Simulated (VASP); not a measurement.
Input of a VASP 6.6.1 run:

INCAR

```
PREC     = Accurate       # precision mode
ENCUT    = 600            # plane-wave cutoff, eV
EDIFF    = 1E-6           # SCF threshold, eV
ISMEAR   = 0              # smearing method
SIGMA    = 0.05           # smearing width, eV
LREAL    = F              # projectors in reciprocal space
LASPH    = T              # aspherical terms in the spheres
NELM     = 100            # most SCF steps
ALGO     = Normal         # electronic algorithm
ISIF     = 3              # what is computed and relaxed
LWAVE    = F              # write WAVECAR
LCHARG   = F              # write CHGCAR
GGA      = CA             # functional
IBRION   = 2              # ionic algorithm
NSW      = 80             # ionic steps
EDIFFG   = -0.01          # ionic threshold
PSTRESS  = 1001.4
```

The input KPOINTS:

```
regular mesh
0
Gamma
  20 20 20
```

POSCAR

```
Bi
1.0
   -1.6771193637      1.6771193637      1.6771193637
    1.6771193637     -1.6771193637      1.6771193637
    1.6771193637      1.6771193637     -1.6771193637
Bi
1
Direct
    0.0000000000      0.0000000000      0.0000000000
```

Potentials or basis: VASP PAW LDA potentials, release 64 (Bi_d).

Launch:

```console
$ cat potpaw_LDA.64/Bi_d/POTCAR > POTCAR
$ mpirun -np 1 vasp_std > vasp.out
```

(1) Estimate the relaxed volume.

(2) Predict the space group after relaxing (to 0.1 Å).

(3) What does it give for the band gap on the k mesh?

## Answers

(1) 17.95 Å³/atom.

(2) Im-3m (No. 229).

(3) zero (an odd number of electrons rules out a gap without spin polarisation).

Caveat: the cell is relaxed towards a set pressure, so the run minimises the enthalpy, not the energy; spin-orbit coupling is left out, which moves the levels of the heavy elements.
